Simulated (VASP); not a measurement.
# PtS2 (P-3m1) in VASP: a series of runs

Aim: see how the results for PtS2 move with the level of theory and the settings. Levels: r2SCAN, HSE06. Tasks: single point.

All numbers are computed with VASP 6.6.1; they aren't measurements. Logs are shortened: lines on timing, memory, paths and dates and some standing lists are left out, and cuts for length are marked.

### 1 The cell of the first run

Symmetry: P-3m1, No. 164, trigonal system. Conventional cell: a = 3.499 Å, b = 3.499 Å, c = 5.306 Å, α = 90.00°, β = 90.00°, γ = 120.00°. Pt (site symmetry -3m) has 6 S at 2.38 Å within 3.1 Å. Within 3.3 Å of S (site symmetry 3m) lie 3 Pt at 2.38 Å and 3 S at 3.22 Å.

### 2 Single point, r2SCAN (epitaxial xy strain -1.5%)

Input file POSCAR:

```
PtS2
1.0
    3.4993519562      0.0000000000      0.0000000000
   -1.7496759781      3.0305276908      0.0000000000
    0.0000000000      0.0000000000      5.3057213562
Pt S
1 2
Direct
    0.0000000000      0.0000000000      0.0000000000
    0.3333333333      0.6666666667      0.2367267124
    0.6666666667      0.3333333333      0.7632732876
```

Input file INCAR.step1:

```
SYSTEM = PtS2
PREC     = Accurate       ! precision mode
ENCUT    = 520            ! plane-wave cutoff, eV
ISMEAR   = 0              ! smearing method
SIGMA    = 0.01           ! smearing width, eV
LREAL    = .FALSE.        ! projectors in reciprocal space
LASPH    = .TRUE.         ! aspherical terms in the spheres
NELM     = 100            ! most SCF steps
NBANDS   = 18             ! bands
GGA      = PE             ! functional
ALGO     = Normal         ! electronic algorithm
EDIFF    = 1E-4           ! SCF threshold, eV
LWAVE    = .TRUE.         ! write WAVECAR
LCHARG   = .FALSE.        ! write CHGCAR
```

Input file INCAR.step2:

```
SYSTEM = PtS2
PREC     = Accurate       ! precision mode
ENCUT    = 520            ! plane-wave cutoff, eV
EDIFF    = 1E-7           ! SCF threshold, eV
ISMEAR   = 0              ! smearing method
SIGMA    = 0.01           ! smearing width, eV
LREAL    = .FALSE.        ! projectors in reciprocal space
LASPH    = .TRUE.         ! aspherical terms in the spheres
NELM     = 100            ! most SCF steps
ALGO     = Normal         ! electronic algorithm
ISIF     = 2              ! what is computed and relaxed
LWAVE    = .FALSE.        ! write WAVECAR
LCHARG   = .TRUE.         ! write CHGCAR
METAGGA  = R2SCAN         ! meta-GGA
LMIXTAU  = .TRUE.       
LELF     = .TRUE.         ! ELF
LVHAR    = .TRUE.       
NBANDS   = 18             ! bands
ISTART   = 1
```

Input file KPOINTS:

```
regular mesh
0
G
  12 12 6
  0 0 0
```

Potentials or basis: VASP PAW PBE potentials, release 64 (Pt, S).

Run with:

```
$ cat potpaw_PBE.64/Pt/POTCAR potpaw_PBE.64/S/POTCAR > POTCAR
$ cp INCAR.step1 INCAR
$ mpirun -np 1 vasp_std > vasp.out
$ cp INCAR.step2 INCAR
$ mpirun -np 1 vasp_std > vasp.out
```

OUTCAR:

```text
SYSTEM = PtS2
   PREC = Accurate
   ENCUT = 520
   EDIFF = 1E-7
   ISMEAR = 0
   LREAL = .FALSE.
   LASPH = .TRUE.
   NELM = 100
   ISIF = 2
   METAGGA = R2SCAN
   ISTART = 1

 ion  position               nearest neighbor table
   1  0.000  0.000  0.000-   2 2.38   3 2.38   2 2.38   3 2.38   3 2.38   2 2.38
   2  0.333  0.667  0.237-   1 2.38   1 2.38   1 2.38
   3  0.667  0.333  0.763-   1 2.38   1 2.38   1 2.38

  LATTYP: Found a hexagonal cell.
 ALAT       =     3.4993519562
 C/A-ratio  =     1.5162011203

  Lattice vectors:

 A1 = (   3.4993519562,   0.0000000000,   0.0000000000)
 A2 = (  -1.7496759781,   3.0305276908,   0.0000000000)
 A3 = (   0.0000000000,   0.0000000000,   5.3057213562)

Analysis of symmetry for initial positions (statically):
=====================================================================
 Subroutine PRICEL returns:
 Original cell was already a primitive cell.

 Routine SETGRP: Setting up the symmetry group for a
 hexagonal supercell.

 Subroutine GETGRP returns: Found 12 space group operations
 (whereof 12 operations were pure point group operations)
 out of a pool of 24 trial point group operations.

The static configuration has the point symmetry D_3d.

Analysis of symmetry for dynamics (positions and initial velocities):
=====================================================================
 Subroutine PRICEL returns:
 Original cell was already a primitive cell.

 Routine SETGRP: Setting up the symmetry group for a
 hexagonal supercell.

 Subroutine GETGRP returns: Found 12 space group operations
 (whereof 12 operations were pure point group operations)
 out of a pool of 24 trial point group operations.

The dynamic configuration has the point symmetry D_3d.

 Subroutine INISYM returns: Found 12 space group operations
 (whereof 12 operations are pure point group operations),
 and found     1 'primitive' translations

----------------------------------------------------------------------------------------

                                     Primitive cell

  volume of cell :      56.2666

  direct lattice vectors                    reciprocal lattice vectors
     3.499351956  0.000000000  0.000000000     0.285767197  0.164987768  0.000000000
    -1.749675978  3.030527691  0.000000000     0.000000000  0.329975536  0.000000000
     0.000000000  0.000000000  5.305721356     0.000000000  0.000000000  0.188475785

  length of vectors
     3.499351956  3.499351956  5.305721356     0.329975536  0.329975536  0.188475785

  position of ions in fractional coordinates (direct lattice)
     0.000000000  0.000000000  0.000000000
     0.333333333  0.666666667  0.236726712
     0.666666667  0.333333333  0.763273288

  ion indices of the primitive-cell ions
   primitive index   ion index
                 1           1
                 2           2
                 3           3

----------------------------------------------------------------------------------------

 KPOINTS: regular mesh

Automatic generation of k-mesh.
 Grid dimensions read from file:
 generate k-points for:   12   12    6

 Generating k-lattice:

  Cartesian coordinates                     Fractional coordinates (reciprocal lattice)
     0.023813933  0.013748981  0.000000000     0.083333333  0.000000000  0.000000000
     0.000000000  0.027497961  0.000000000     0.000000000  0.083333333  0.000000000
     0.000000000  0.000000000  0.031412631     0.000000000  0.000000000  0.166666667

  Length of vectors
     0.027497961  0.027497961  0.031412631

  Shift w.r.t. Gamma in fractional coordinates (k-lattice)
     0.000000000  0.000000000  0.000000000

 Subroutine IBZKPT returns following result:
 ===========================================

 Found    100 irreducible k-points:

 Following reciprocal coordinates:
            Coordinates               Weight
  0.000000  0.000000  0.000000      1.000000
  0.083333  0.000000  0.000000      6.000000
  0.166667  0.000000  0.000000      6.000000
  0.250000  0.000000  0.000000      6.000000
  0.333333  0.000000  0.000000      6.000000
  0.416667  0.000000  0.000000      6.000000
[... 16 lines left out ...]
  0.166667  0.000000  0.166667      6.000000
  0.000000  0.166667  0.166667      6.000000
 [... further k-points ...]
   k-points           NKPTS =    100   k-points in BZ     NKDIM =    100   number of bands    NBANDS=     18
   number of dos      NEDOS =    301   number of ions     NIONS =      3
   total plane-waves  NPLWV =  31360
   dimension x,y,z NGX =    28 NGY =   28 NGZ =   40
   dimension x,y,z NGXF=    56 NGYF=   56 NGZF=   80
   ions per type =               1   2
   NGX,Y,Z   is equivalent  to a cutoff of  13.30, 13.30, 12.53 a.u.
   NGXF,Y,Z  is equivalent  to a cutoff of  26.60, 26.60, 25.07 a.u.
 SYSTEM =  PtS2
   PREC   = accura    normal or accurate (medium, high low for compatibility)
   ISTART =      1    job   : 0-new  1-cont  2-samecut
   ICHARG =      0    charge: 1-file 2-atom 10-const
   ISPIN  =      1    spin polarized calculation?
   LNONCOLLINEAR =      F non collinear calculations
   LSORBIT =      F    spin-orbit coupling
   LASPH  =      T    aspherical Exc in radial PAW
   ENCUT  =  520.0 eV  38.22 Ry    6.18 a.u.   6.51  6.51  9.87*2*pi/ulx,y,z
   NELM   =    100;   NELMIN=  2; NELMDL=  0     # of ELM steps
   EDIFF  = 0.1E-06   stopping-criterion for ELM
   LREAL  =      F    real-space projection
   EDIFFG = 0.1E-05   stopping-criterion for IOM
   NSW    =      0    number of steps for IOM
   IBRION =     -1    ionic relax: 0-MD 1-quasi-New 2-CG
   NFREE  =      0    steps in history (QN), initial steepest desc. (CG)
   ISIF   =      2    stress and relaxation
   ISYM   =      2    0-nonsym 1-usesym 2-fastsym
   POTIM  = 0.5000    time-step for ionic-motion
   TEBEG  =    0.0;   TEEND  =   0.0 temperature during run
   PSTRESS=    0.0 pullay stress
   NELECT =      22.0000    total number of electrons
   NUPDOWN=      -1.0000    fix difference up-down
   EMIN   =  10.00;   EMAX   =-10.00  energy-range for DOS
   EFERMI =   0.00;   METHOD = LEGACY
   ISMEAR =     0;   SIGMA  =   0.01  broadening in eV -4-tet -1-fermi 0-gaus
   EFERMI_NEDOS =   21; number of points for ismear=-14 and -15
   IALGO  =     38    algorithm
   IMIX   =      4    mixing-type and parameters
     AMIX     =   0.40;   BMIX     =  1.00
     AMIX_MAG =   1.60;   BMIX_MAG =  1.00
  volume/ion in A,a.u.               =      18.76       126.57
  Fermi-wavevector in a.u.,A,eV,Ry     =   1.197105  2.262201 19.497974  1.433061
  Thomas-Fermi vector in A             =   2.333028
   LORBIT       =      0    0 simple, 1 ext, 2 COOP (PROOUT), +10 PAW based schemes
   METAGGA = R2SCAN    functional components
   LHFCALC =     F    Hartree Fock is set to
   AEXX    =    0.0000 exact exchange contribution
   IVDW    =     0    specifies the selected vdW correction
   LEPSILON=     F    determine dielectric tensor
   LRPA    =     F    only Hartree local field effects (RPA)
 non-spin polarized calculation
 Gauss-broadening in eV      SIGMA  =   0.01
  energy-cutoff  :      520.00
  volume of cell :       56.27
 maximum number of plane-waves:      1556
 NGX is ok and might be reduce to    28
   NGX = 13   NGY = 13   NGZ = 19

 number of electron      22.0000003 magnetization

 Free energy of the ion-electron system (eV)
  ---------------------------------------------------
  ext. energy  EPLUGINS =         0.00000000
  ---------------------------------------------------
  free energy    TOTEN  =       -68.83764977 eV

  energy without entropy =      -68.83764977  energy(sigma->0) =      -68.83764977

 E-fermi :   6.1018     XC(G=0): -11.1511

 val. band max:        6.0228191485   @ k =   0.0000   0.1667   0.1667
 cond. band min:       7.0561658756   @ k =   0.0000   0.2500   0.3333
 fundamental gap:      1.0333467271
 Fermi energy:         6.1018136392

 k-point     1 :       0.0000    0.0000    0.0000
  band No.  band energies     occupation
      1      -9.6370      2.00000
      2      -6.8885      2.00000
      3      -0.9684      2.00000
      4      -0.5164      2.00000
      5      -0.5164      2.00000
      6       2.2161      2.00000
[... 10 lines left out ...]
     17      14.8988      0.00000
     18      18.8625      0.00000

 k-point     2 :       0.0833    0.0000    0.0000
  band No.  band energies     occupation
      1      -9.5420      2.00000
      2      -6.9219      2.00000
      3      -0.8682      2.00000
      4      -0.4763      2.00000
      5      -0.4573      2.00000
      6       2.0848      2.00000
[... 10 lines left out ...]
     17      15.2013      0.00000
     18      18.1430      0.00000

 k-point     3 :       0.1667    0.0000    0.0000
  band No.  band energies     occupation
      1      -9.2677      2.00000
      2      -7.0126      2.00000
      3      -0.6017      2.00000
      4      -0.3285      2.00000
      5      -0.2998      2.00000
      6       1.6363      2.00000
[... 10 lines left out ...]
     17      15.9327      0.00000
     18      16.6745      0.00000

 k-point     4 :       0.2500    0.0000    0.0000
  band No.  band energies     occupation
      1      -8.8499      2.00000
      2      -7.1354      2.00000
      3      -0.3724      2.00000
      4      -0.1081      2.00000
      5       0.0713      2.00000
      6       0.8962      2.00000
[... 10 lines left out ...]
     17      15.7996      0.00000
     18      16.2291      0.00000

 k-point     5 :       0.3333    0.0000    0.0000
  band No.  band energies     occupation
      1      -8.3611      2.00000
      2      -7.2590      2.00000
      3      -0.5525      2.00000
      4       0.0258      2.00000
      5       0.4446      2.00000
      6       0.7181      2.00000
[... 10 lines left out ...]
     17      15.6930      0.00000
     18      16.6131      0.00000

 k-point     6 :       0.4167    0.0000    0.0000
  band No.  band energies     occupation
      1      -7.9285      2.00000
      2      -7.3582      2.00000
      3      -1.1345      2.00000
      4       0.0707      2.00000
      5       0.6219      2.00000
      6       1.3816      2.00000
[... 307 lines left out ...]
 k-point    21 :       0.0833    0.0000    0.1667
  band No.  band energies     occupation
      1      -9.4787      2.00000
      2      -7.0712      2.00000
      3      -0.6868      2.00000
      4      -0.4469      2.00000
      5      -0.4197      2.00000
      6       2.0869      2.00000
[... 10 lines left out ...]
     17      14.9959      0.00000
     18      17.4594      0.00000

 k-point    22 :       0.0000    0.0833    0.1667
  band No.  band energies     occupation
      1      -9.4795      2.00000
      2      -7.0684      2.00000
      3      -0.7174      2.00000
      4      -0.4601      2.00000
      5      -0.3814      2.00000
      6       2.0696      2.00000
[... 10 lines left out ...]
     17      15.3294      0.00000
     18      17.4605      0.00000

 k-point    23 :       0.1667    0.0000    0.1667
  band No.  band energies     occupation
      1      -9.2026      2.00000
      2      -7.1456      2.00000
      3      -0.5512      2.00000
      4      -0.2841      2.00000
      5      -0.1979      2.00000
      6       1.6640      2.00000
[... 10 lines left out ...]
     17      15.5982      0.00000
     18      16.5515      0.00000

 k-point    24 :       0.0000    0.1667    0.1667
  band No.  band energies     occupation
      1      -9.2102      2.00000
      2      -7.1249      2.00000
      3      -0.7042      2.00000
      4      -0.3120      2.00000
      5      -0.0494      2.00000
      6       1.5783      2.00000
[... 10 lines left out ...]
     17      16.1098      0.00000
     18      16.2452      0.00000

 [... further k-points ...]

------------------------ aborting loop because EDIFF is reached ----------------------------------------

  FORCE on cell =-STRESS in cart. coord.  units (eV):
  Direction    XX          YY          ZZ          XY          YZ          ZX
  --------------------------------------------------------------------------------------
  -------------------------------------------------------------------------------------
  Total        1.5537470      1.5537470      0.4153605      0.0000000      0.0000000      0.0000000
  in kB       44.2425921     44.2425921     11.8272948      0.0000000      0.0000000      0.0000000
  external PRESSURE =      33.4374930 kB  Pullay stress =       0.0000000 kB

 VOLUME and BASIS-vectors are now :
 -----------------------------------------------------------------------------
  energy-cutoff  :      520.00
  volume of cell :       56.27
      direct lattice vectors                 reciprocal lattice vectors
     3.499351956  0.000000000  0.000000000     0.285767197  0.164987768  0.000000000
    -1.749675978  3.030527691  0.000000000     0.000000000  0.329975536  0.000000000
     0.000000000  0.000000000  5.305721356     0.000000000  0.000000000  0.188475785

 POSITION                                       TOTAL-FORCE (eV/Angst)
 -----------------------------------------------------------------------------------
      0.00000      0.00000      0.00000         0.000000      0.000000      0.000000
     -0.00000      2.02035      1.25601        -0.000000      0.000000     -0.048005
      1.74968      1.01018      4.04972         0.000000     -0.000000      0.048005
 -----------------------------------------------------------------------------------
    total drift:                               -0.000000     -0.000000     -0.000000

  FREE ENERGIE OF THE ION-ELECTRON SYSTEM (eV)
  ---------------------------------------------------
  free  energy   TOTEN  =       -68.8376497678 eV

  energy  without entropy=      -68.8376497678  energy(sigma->0) =      -68.83764977
```

Run time: 8.9 min. Hardware: 1 thread of Intel Xeon 8259CL, shared host; peak memory 0.25 GiB.

What came out:

| Item | Value |
| --- | --- |
| Free energy | -68.8376 eV |
| Pressure | 3.3 GPa |
| Largest force | 0.048 eV/Å |
| Band gap on the k mesh | 1.03 eV (least direct gap 1.21 eV) |

Forces in eV/Å, atoms in the order of the input:
```
Pt   0.000  0.000  0.000
S    0.000  0.000 -0.048
S    0.000  0.000  0.048
```

Stress tensor (GPa, compression positive):
```
4.42 0.00 0.00
0.00 4.42 0.00
0.00 0.00 1.18
```

Levels at points of the mesh, in eV from the valence-band top:
```csv
k point,band 7,band 8,band 9,band 10,band 11,band 12,band 13,band 14,band 15,band 16
"(0.00, 0.00, 0.00)",-3.81,-2.06,-0.85,-0.85,-0.08,2.55,2.55,5.60,6.30,8.88
"(0.50, 0.00, 0.00)",-3.10,-3.02,-2.91,-2.89,-2.36,2.00,2.87,5.93,7.00,8.75
"(0.00, 0.00, 0.50)",-3.82,-2.55,-1.07,-1.04,-1.04,2.97,2.97,6.19,7.92,8.64
"(0.50, 0.00, 0.50)",-3.14,-3.03,-2.60,-2.57,-1.53,2.17,2.74,5.46,6.02,8.01
```

Caveat: the cell differs from its parent crystal (epitaxial xy strain -1.5%); the cell stands under pressure; the PAW data sets were made with another functional, which shifts forces and pressure a little; spin-orbit coupling is left out, which moves the levels of the heavy elements. A k mesh can miss the band edges.

(Continued in part 2 of 2.)
